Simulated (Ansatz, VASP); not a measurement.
## Au: VASP beside Ansatz

```xyz
7
Lattice="2.8903 0.0000 0.0000 -1.4451 2.5031 0.0000 0.0000 0.0000 29.5941" Properties=species:S:1:pos:R:3 pbc="T T T"
Au    0.0000    1.6687    7.5000
Au    1.4451    0.8344    9.9324
Au    0.0000    1.6687   12.3647
Au    1.4451    0.8344   14.7971
Au    0.0000    1.6687   17.2294
Au    1.4451    0.8344   19.6618
Au    0.0000    1.6687   22.0941
```

Alike in both runs: task single point; functional r2SCAN; k mesh 12 × 12 × 1; occupations gaussian, width 0.1 eV; no spin polarisation.

```csv
,VASP,Ansatz
version,VASP 6.6.1,Ansatz 0.2.0
potentials or method,"VASP PAW PBE potentials, release 64 (Au), cutoff 520 eV","scalar-relativistic, plane waves, PAW"
valence electrons in the cell,77,133
```

|  | VASP | Ansatz | Ansatz less VASP |
| --- | --- | --- | --- |
| gap on the k mesh at the Fermi level (eV) | none | none | - |
| rms of the force components (eV/Å) | 0.049 | 0.557 | +0.5080 |
| work function, face that differs most (eV) | 5.19 | -10.68 | -15.877 |

VASP's potentials were made for PBE, not for r2SCAN. Atom by atom the forces differ by 0.577 eV/Å (rms over components). A gap of «none» marks a metal or a gap that the smearing closes. One of these differences is far larger than is usual between the two programs; its cause wasn't traced. VASP's potentials hold 77 valence electrons a cell and Ansatz's 133, so a difference there can come from the potentials and not from the codes. Ansatz's warnings: net force over tolerance, vacuum below fermi, vacuum density over bound.

Spin-orbit coupling is off throughout.
